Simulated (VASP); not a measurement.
# BAs (F-43m) in VASP: settings compared

BAs is run at these levels: PBE+D3(BJ), BLYP, PBEsol; tasks: single point.

Everything below comes from runs of VASP 6.6.1. Logs are shortened: lines on timing, memory, paths and dates and some standing lists are left out, and cuts for length are marked.

### Step 1. The cell of the first run

It takes space group F-43m (No. 216, cubic). Conventional cell: a = 4.777 Å, b = 4.777 Å, c = 4.777 Å, α = 90.00°, β = 90.00°, γ = 90.00°. Within 2.7 Å of As (site symmetry -43m) lie 4 B at 2.07 Å. B (site symmetry -43m) has 4 As at 2.07 Å within 2.7 Å.

### Step 2. Single point, PBE+D3(BJ), non-collinear spin, typed start

INCAR reads:

```
ALGO = Normal
EDIFF = 1E-6
ENCUT = 520
GGA = PE
ISIF = 2
ISMEAR = 1
IVDW = 12
LASPH = T
LCHARG = T
LNONCOLLINEAR = T
LORBIT = 11
LREAL = F
LVHAR = T
LWAVE = F
MAGMOM = 0.5 0 0 0 0 0
NBANDS = 20
NELM = 150
PREC = Accurate
SIGMA = 0.15
```

KPOINTS reads:

```
k-points
0
Gamma
  8 8 8
```

POSCAR reads:

```
BAs
1.0
    0.0000000000      2.3885000000      2.3885000000
    2.3885000000      0.0000000000      2.3885000000
    2.3885000000      2.3885000000      0.0000000000
As B
1 1
Direct
    0.7500000000      0.7500000000      0.7500000000
    0.0000000000      0.0000000000      0.0000000000
```

Potentials or basis: VASP PAW PBE potentials, release 64 (As, B).

On the command line:

```console
> cat potpaw_PBE.64/As/POTCAR potpaw_PBE.64/B/POTCAR > POTCAR
> mpirun -np 1 vasp_ncl > vasp.out
```

OUTCAR:

```text
EDIFF = 1E-6
   ENCUT = 520
   GGA = PE
   ISIF = 2
   ISMEAR = 1
   IVDW = 12
   LASPH = T
   LNONCOLLINEAR = T
   LORBIT = 11
   LREAL = F
   NELM = 150
   PREC = Accurate
 IVDW          = 12

 ion  position               nearest neighbor table
   1  0.750  0.750  0.750-   2 2.07   2 2.07   2 2.07   2 2.07
   2  0.000  0.000  0.000-   1 2.07   1 2.07   1 2.07   1 2.07

  LATTYP: Found a face centered cubic cell.
 ALAT       =     4.7770000000

  Lattice vectors:

 A1 = (   0.0000000000,   2.3885000000,   2.3885000000)
 A2 = (   2.3885000000,   0.0000000000,   2.3885000000)
 A3 = (   2.3885000000,   2.3885000000,   0.0000000000)

Analysis of symmetry for initial positions (statically):
=====================================================================
 Subroutine PRICEL returns:
 Original cell was already a primitive cell.

 Routine SETGRP: Setting up the symmetry group for a
 face centered cubic supercell.

 Subroutine GETGRP returns: Found 24 space group operations
 (whereof 24 operations were pure point group operations)
 out of a pool of 48 trial point group operations.

The static configuration has the point symmetry T_d .

Analysis of symmetry for dynamics (positions and initial velocities):
=====================================================================
 Subroutine PRICEL returns:
 Original cell was already a primitive cell.

 Routine SETGRP: Setting up the symmetry group for a
 face centered cubic supercell.

 Subroutine GETGRP returns: Found 24 space group operations
 (whereof 24 operations were pure point group operations)
 out of a pool of 48 trial point group operations.

The dynamic configuration has the point symmetry T_d .

Analysis of structural, dynamic, and magnetic symmetry:
=====================================================================
 Subroutine PRICEL returns:
 Original cell was already a primitive cell.

 Routine SETGRP: Setting up the symmetry group for a
 face centered cubic supercell.

 Subroutine GETGRP returns: Found  4 space group operations
 (whereof  4 operations were pure point group operations)
 out of a pool of 48 trial point group operations.

The overall configuration has the point symmetry S_4 .

[... 126 lines left out ...]
   IVDW    =    12    specifies the selected vdW correction
   LEPSILON=     F    determine dielectric tensor
   LRPA    =     F    only Hartree local field effects (RPA)
 Methfessel and Paxton  Order N= 1 SIGMA  =   0.15
  energy-cutoff  :      520.00
  volume of cell :       27.25
 maximum number of plane-waves:      1508
 NGX is ok and might be reduce to    28
   NGX = 13   NGY = 13   NGZ = 13

 number of electron       8.0000000 magnetization       0.5000000      0.0000000      0.0000000

 number of electron       8.0000000 magnetization      -0.0138947     -0.0000000     -0.0000000

 number of electron       8.0000000 magnetization      -0.0001635     -0.0000000      0.0000000

 number of electron       8.0000000 magnetization       0.0003730      0.0000000     -0.0000000

 Free energy of the ion-electron system (eV)
  ---------------------------------------------------
  ext. energy  EPLUGINS =         0.00000000
  ---------------------------------------------------
  free energy    TOTEN  =       -11.40416394 eV

  energy without entropy =      -11.40421492  energy(sigma->0) =      -11.40418093

 E-fermi :   6.2531     XC(G=0): -10.5843

 val. band max:        6.1268426168   @ k =   0.0000   0.0000   0.0000
 cond. band min:       7.3154411554   @ k =   0.0000   0.3750   0.3750
 fundamental gap:      1.1885985386
 Fermi energy:         6.2530723536

 k-point     1 :       0.0000    0.0000    0.0000
  band No.  band energies     occupation
      1      -9.2749      1.00000
      2      -9.2747      1.00000
      3       6.1267      1.00007
      4       6.1267      1.00007
      5       6.1267      1.00007
      6       6.1268      0.99992
[... 541 lines left out ...]
     19      20.1258      0.00000
     20      20.1258      0.00000

 [... further k-points ...]

------------------------ aborting loop because EDIFF is reached ----------------------------------------

 Edisp (eV)   -0.65980

 E8    (eV) :    -0.2623

  FORCE on cell =-STRESS in cart. coord.  units (eV):
  Direction    XX          YY          ZZ          XY          YZ          ZX
  --------------------------------------------------------------------------------------
  -------------------------------------------------------------------------------------
  Total      -0.07243    -0.07243    -0.07243     0.00000     0.00000     0.00000
  in kB      -4.25843    -4.25840    -4.25840     0.00000     0.00000     0.00000
  external pressure =       -4.26 kB  Pullay stress =        0.00 kB

 VOLUME and BASIS-vectors are now :
 -----------------------------------------------------------------------------
  energy-cutoff  :      520.00
  volume of cell :       27.25
      direct lattice vectors                 reciprocal lattice vectors
     0.000000000  2.388500000  2.388500000    -0.209336404  0.209336404  0.209336404
     2.388500000  0.000000000  2.388500000     0.209336404 -0.209336404  0.209336404
     2.388500000  2.388500000  0.000000000     0.209336404  0.209336404 -0.209336404

 POSITION                                       TOTAL-FORCE (eV/Angst)
 -----------------------------------------------------------------------------------
      3.58275      3.58275      3.58275         0.000000     -0.000000      0.000000
      0.00000      0.00000      0.00000        -0.000000      0.000000     -0.000000
 -----------------------------------------------------------------------------------
    total drift:                                0.000000      0.000000      0.000000

  FREE ENERGIE OF THE ION-ELECTRON SYSTEM (eV)
  ---------------------------------------------------
  free  energy   TOTEN  =       -12.0639678754 eV

  energy  without entropy=      -12.0640188551  energy(sigma->0) =      -12.06398487

 total charge

# of ion       s       p       d       tot
------------------------------------------
    1        1.172   1.663   0.089   2.924
    2        0.659   1.181   0.000   1.840
--------------------------------------------------
tot          1.832   2.843   0.089   4.764

 magnetization (x)

# of ion       s       p       d       tot
------------------------------------------
    1       -0.000  -0.000  -0.000  -0.000
    2       -0.000  -0.000   0.000  -0.000
--------------------------------------------------
tot         -0.000  -0.000  -0.000  -0.000

 magnetization (y)

# of ion       s       p       d       tot
------------------------------------------
    1        0.000   0.000   0.000   0.000
    2        0.000   0.000   0.000   0.000
--------------------------------------------------
tot          0.000   0.000   0.000   0.000

 magnetization (z)

# of ion       s       p       d       tot
------------------------------------------
    1        0.000   0.000   0.000   0.000
    2        0.000   0.000   0.000   0.000
--------------------------------------------------
tot          0.000   0.000   0.000   0.000
```

OSZICAR:

```text
N       E                     dE             d eps       ncg     rms          rms(c)
DAV:   1     0.173936614845E+02    0.17394E+02   -0.32616E+03  5360   0.703E+02
DAV:   2    -0.107349269669E+02   -0.28129E+02   -0.25906E+02  7324   0.131E+02
DAV:   3    -0.120013569675E+02   -0.12664E+01   -0.12514E+01  6528   0.241E+01
DAV:   4    -0.120067510977E+02   -0.53941E-02   -0.53921E-02  6400   0.177E+00
DAV:   5    -0.120067629427E+02   -0.11845E-04   -0.11845E-04  6320   0.907E-02    0.508E+00
DAV:   6    -0.114630073521E+02    0.54376E+00   -0.40787E-01  6112   0.569E+00    0.242E+00
DAV:   7    -0.114086212899E+02    0.54386E-01   -0.14757E-01  6420   0.270E+00    0.108E+00
DAV:   8    -0.114003767083E+02    0.82446E-02   -0.12190E-02  6084   0.898E-01    0.650E-01
DAV:   9    -0.114039985869E+02   -0.36219E-02   -0.29840E-03  5956   0.420E-01    0.188E-01
DAV:  10    -0.114040278813E+02   -0.29294E-04   -0.81908E-05  6184   0.678E-02    0.524E-02
DAV:  11    -0.114041437298E+02   -0.11585E-03   -0.13595E-04  5836   0.803E-02    0.222E-02
DAV:  12    -0.114041637698E+02   -0.20040E-04   -0.21671E-05  6256   0.395E-02    0.124E-02
DAV:  13    -0.114041639389E+02   -0.16916E-06   -0.24242E-06  6092   0.111E-02
   1 F= -.12063968E+02 E0= -.12063985E+02  d E =0.509797E-04  mag=     0.0001     0.0000    -0.0000
```

Wall time 6 min (1 thread of Intel Xeon 8259CL, shared host); peak memory 0.32 GiB.

What came out:

```
Free energy                                           : -12.0640 eV
Pressure                                              : -0.4 GPa
Band gap on the k mesh                                : 1.19 eV, indirect (least direct gap 3.28 eV)
Net moment                                            : 0.00 μB per cell
Valence electrons inside the program's atomic spheres : As 2.92; B 1.84
Dispersion energy per atom                            : -0.330 eV
```

Moments on the atoms (μB; x, y, z):
```
As  0.00 0.00 0.00
B   0.00 0.00 0.00
```

### Step 3. Single point, BLYP, collinear spin, ferromagnetic start (volume scaled by 1.08)

INCAR reads:

```
AGGAC = 1.0
AGGAX = 1.0
ALDAC = 0.0
ALDAX = 1.0
ALGO = Normal
EDIFF = 1E-6
ENCUT = 520
GGA = B5
ISIF = 2
ISMEAR = 0
ISPIN = 2
LASPH = T
LCHARG = T
LELF = T
LORBIT = 11
LREAL = F
LVHAR = T
LWAVE = F
MAGMOM = 0.5 0
NBANDS = 15
NELM = 150
PREC = Accurate
SIGMA = 0.02
```

KPOINTS reads:

```
k-points
0
Gamma
  10 10 10
```

POSCAR reads:

```
BAs
1.0
    0.0000000000      2.4505665292      2.4505665292
    2.4505665292      0.0000000000      2.4505665292
    2.4505665292      2.4505665292      0.0000000000
As B
1 1
Direct
    0.7500000000      0.7500000000      0.7500000000
    0.0000000000      0.0000000000      0.0000000000
```

Potentials or basis: VASP PAW PBE potentials, release 64 (As, B).

On the command line:

```console
> cat potpaw_PBE.64/As/POTCAR potpaw_PBE.64/B/POTCAR > POTCAR
> mpirun -np 1 vasp_std > vasp.out
```

Run time: 60 s. Hardware: 1 thread of Intel Xeon Platinum 8259CL at 2.50GHz (Skylake/Cascade Lake), shared host; peak memory 0.18 GiB.

Results (log left out):

- Free energy: -10.0687 eV
- Pressure: -1.4 GPa
- Band gap on the k mesh: 1.46 eV, indirect (least direct gap 3.27 eV)
- Net moment: 0.00 μB per cell
- Valence electrons inside the program's atomic spheres: As 2.88; B 1.77

Levels at points of the mesh, in eV from the valence-band top:
Spin up:
| k point | band 1 | band 2 | band 3 | band 4 | band 5 | band 6 | band 7 | band 8 | band 9 |
| --- | --- | --- | --- | --- | --- | --- | --- | --- | --- |
| (0.00, 0.00, 0.00) | -14.63 | 0.00 | 0.00 | 0.00 | 3.27 | 3.27 | 3.27 | 3.71 | 9.58 |
| (0.50, 0.00, 0.00) | -12.09 | -8.11 | -1.67 | -1.67 | 2.34 | 4.82 | 4.82 | 8.90 | 12.37 |
| (0.50, 0.50, 0.00) | -10.92 | -8.01 | -3.70 | -3.70 | 1.74 | 1.74 | 10.58 | 10.58 | 12.21 |
Spin down:
```tsv
k point	band 2	band 3	band 4	band 5	band 6	band 7
(0.00, 0.00, 0.00)	0.00	0.00	0.00	3.27	3.27	3.27
(0.50, 0.00, 0.00)	-8.11	-1.67	-1.67	2.34	4.82	4.82
(0.50, 0.50, 0.00)	-8.01	-3.70	-3.70	1.74	1.74	10.58
```

Caveat: the PAW data sets were made with another functional, which shifts forces and pressure a little.

### Step 4. Single point, PBEsol

INCAR reads:

```
SYSTEM = BAs
PREC = Accurate
ENCUT = 600
EDIFF = 1E-6
ISMEAR = -1
SIGMA = 0.05
LREAL = .False.
LASPH = .True.
NELM = 120
ALGO = Normal
ISIF = 2
LWAVE = .False.
LCHARG = .True.
GGA = PS
LELF = .True.
LVHAR = .True.
NBANDS = 16
GGA_COMPAT = .False.
```

KPOINTS reads:

```
regular mesh
0
Gamma
  10 10 10
  0 0 0
```

POSCAR reads:

```
BAs
1.0
    0.0000000000      2.3885000000      2.3885000000
    2.3885000000      0.0000000000      2.3885000000
    2.3885000000      2.3885000000      0.0000000000
As B
1 1
Direct
    0.7500000000      0.7500000000      0.7500000000
    0.0000000000      0.0000000000      0.0000000000
```

Potentials or basis: VASP PAW PBE potentials, release 64 (As_d, B).

On the command line:

```console
> cat potpaw_PBE.64/As_d/POTCAR potpaw_PBE.64/B/POTCAR > POTCAR
> mpirun -np 1 vasp_std > vasp.out
```

OUTCAR:

```text
SYSTEM = BAs
   PREC = Accurate
   ENCUT = 600
   EDIFF = 1E-6
   ISMEAR = -1
   LREAL = .False.
   LASPH = .True.
   NELM = 120
   ISIF = 2
   GGA = PS

 ion  position               nearest neighbor table
   1  0.750  0.750  0.750-   2 2.07   2 2.07   2 2.07   2 2.07
   2  0.000  0.000  0.000-   1 2.07   1 2.07   1 2.07   1 2.07

  LATTYP: Found a face centered cubic cell.
 ALAT       =     4.7770000000

  Lattice vectors:

 A1 = (   0.0000000000,   2.3885000000,   2.3885000000)
 A2 = (   2.3885000000,   0.0000000000,   2.3885000000)
 A3 = (   2.3885000000,   2.3885000000,   0.0000000000)

Analysis of symmetry for initial positions (statically):
=====================================================================
 Subroutine PRICEL returns:
 Original cell was already a primitive cell.

 Routine SETGRP: Setting up the symmetry group for a
 face centered cubic supercell.

 Subroutine GETGRP returns: Found 24 space group operations
 (whereof 24 operations were pure point group operations)
 out of a pool of 48 trial point group operations.

The static configuration has the point symmetry T_d .

Analysis of symmetry for dynamics (positions and initial velocities):
=====================================================================
 Subroutine PRICEL returns:
 Original cell was already a primitive cell.

 Routine SETGRP: Setting up the symmetry group for a
 face centered cubic supercell.

 Subroutine GETGRP returns: Found 24 space group operations
 (whereof 24 operations were pure point group operations)
 out of a pool of 48 trial point group operations.

The dynamic configuration has the point symmetry T_d .

 Subroutine INISYM returns: Found 24 space group operations
 (whereof 24 operations are pure point group operations),
 and found     1 'primitive' translations

[... 105 lines left out ...]
   NELECT =      18.0000    total number of electrons
   NUPDOWN=      -1.0000    fix difference up-down
   EMIN   =  10.00;   EMAX   =-10.00  energy-range for DOS
   EFERMI =   0.00;   METHOD = LEGACY
   ISMEAR =    -1;   SIGMA  =   0.05  broadening in eV -4-tet -1-fermi 0-gaus
   EFERMI_NEDOS =   21; number of points for ismear=-14 and -15
   IALGO  =     38    algorithm
   IMIX   =      4    mixing-type and parameters
     AMIX     =   0.40;   BMIX     =  1.00
     AMIX_MAG =   1.60;   BMIX_MAG =  1.00
  volume/ion in A,a.u.               =      13.63        91.95
  Fermi-wavevector in a.u.,A,eV,Ry     =   1.425707  2.694196 27.655770  2.032642
  Thomas-Fermi vector in A             =   2.546063
   LORBIT       =      0    0 simple, 1 ext, 2 COOP (PROOUT), +10 PAW based schemes
   GGA     = PS    functional components
   LHFCALC =     F    Hartree Fock is set to
   AEXX    =    0.0000 exact exchange contribution
   IVDW    =     0    specifies the selected vdW correction
   LEPSILON=     F    determine dielectric tensor
   LRPA    =     F    only Hartree local field effects (RPA)
 non-spin polarized calculation
  energy-cutoff  :      600.00
  volume of cell :       27.25
 maximum number of plane-waves:       941
   NGX = 13   NGY = 13   NGZ = 13

 number of electron      18.0000010 magnetization

 Free energy of the ion-electron system (eV)
  ---------------------------------------------------
  ext. energy  EPLUGINS =         0.00000000
  ---------------------------------------------------
  free energy    TOTEN  =       -12.25210609 eV

  energy without entropy =      -12.25210589  energy(sigma->0) =      -12.25210599

 E-fermi :   5.2408     XC(G=0): -11.3228

 val. band max:        4.7150587206   @ k =   0.0000   0.0000   0.0000
 cond. band min:       5.8011736358   @ k =   0.4000   0.4000   0.0000
 fundamental gap:      1.0861149152
 Fermi energy:         5.2408321142

 k-point     1 :       0.0000    0.0000    0.0000
  band No.  band energies     occupation
      1     -30.9968      2.00000
      2     -30.9968      2.00000
      3     -30.9968      2.00000
      4     -30.9728      2.00000
      5     -30.9728      2.00000
      6     -10.7204      2.00000
[... 433 lines left out ...]
      3     -30.9843      2.00000
      4     -30.9770      2.00000
      5     -30.9681      2.00000
      6      -8.0733      2.00000
[... 8 lines left out ...]
     15      20.4038      0.00000
     16      20.8472      0.00000

 [... further k-points ...]
[... 5 lines left out ...]
  --------------------------------------------------------------------------------------
  -------------------------------------------------------------------------------------
  Total       -0.1668954     -0.1668954     -0.1668954      0.0000000      0.0000000      0.0000000
  in kB       -9.8118106     -9.8118106     -9.8118106      0.0000000      0.0000000      0.0000000
  external PRESSURE =      -9.8118106 kB  Pullay stress =       0.0000000 kB

 VOLUME and BASIS-vectors are now :
 -----------------------------------------------------------------------------
  energy-cutoff  :      600.00
  volume of cell :       27.25
      direct lattice vectors                 reciprocal lattice vectors
     0.000000000  2.388500000  2.388500000    -0.209336404  0.209336404  0.209336404
     2.388500000  0.000000000  2.388500000     0.209336404 -0.209336404  0.209336404
     2.388500000  2.388500000  0.000000000     0.209336404  0.209336404 -0.209336404

 POSITION                                       TOTAL-FORCE (eV/Angst)
 -----------------------------------------------------------------------------------
      3.58275      3.58275      3.58275        -0.000000      0.000000     -0.000000
      0.00000      0.00000      0.00000         0.000000     -0.000000      0.000000
 -----------------------------------------------------------------------------------
    total drift:                               -0.000001     -0.000001     -0.000001

  FREE ENERGIE OF THE ION-ELECTRON SYSTEM (eV)
  ---------------------------------------------------
  free  energy   TOTEN  =       -12.2521060872 eV

  energy  without entropy=      -12.2521058881  energy(sigma->0) =      -12.25210599
```

Wall time 18 s (1 thread of Intel Xeon 6975P-C (Granite Rapids), shared host); peak memory 0.16 GiB.

Results:

- Free energy: -12.2521 eV
- Pressure: -1.0 GPa
- Band gap on the k mesh: 1.09 eV, indirect (least direct gap 3.24 eV)

Levels at points of the mesh, in eV from the valence-band top:
```csv
k point,band 6,band 7,band 8,band 9,band 10,band 11,band 12,band 13
"(0.00, 0.00, 0.00)",-15.44,0.00,0.00,0.00,3.24,3.24,3.24,4.68
"(0.50, 0.00, 0.00)",-12.55,-8.82,-1.83,-1.83,2.65,4.74,4.74,8.73
"(0.50, 0.50, 0.00)",-11.25,-8.52,-4.10,-4.10,1.32,1.35,11.38,11.38
```

Caveat: the PAW data sets were made with another functional, which shifts forces and pressure a little. A k mesh can miss the band edges.

### Step 5. Summary

```csv
level,potentials or basis,spin,cell,k mesh,cutoff (eV),smearing,second run,gap on the mesh (eV),pressure (GPa),moment (μB)
PBE+D3(BJ),"VASP PAW PBE potentials, release 64 (As, B)","non-collinear, typed start","a = 3.378 Å, angles 60.0°, 2 atoms",8 × 8 × 8,520,methfessel-paxton 0.15 eV,-,1.19,-0.4,0.00
BLYP,"VASP PAW PBE potentials, release 64 (As, B)","collinear, ferromagnetic start","a = 3.466 Å, angles 60.0°, 2 atoms",10 × 10 × 10,520,gaussian 0.02 eV,-,1.46,-1.4,0.00
PBEsol,"VASP PAW PBE potentials, release 64 (As_d, B)",off,"a = 3.378 Å, angles 60.0°, 2 atoms",10 × 10 × 10,600,fermi-dirac 0.05 eV,valence_matched,1.09,-1.0,-
```

Alike in all rows: task single point.

Caveats: the PAW data sets were made with another functional, which shifts forces and pressure a little (some runs).

Absolute energies hang on the potentials; compare differences alone.
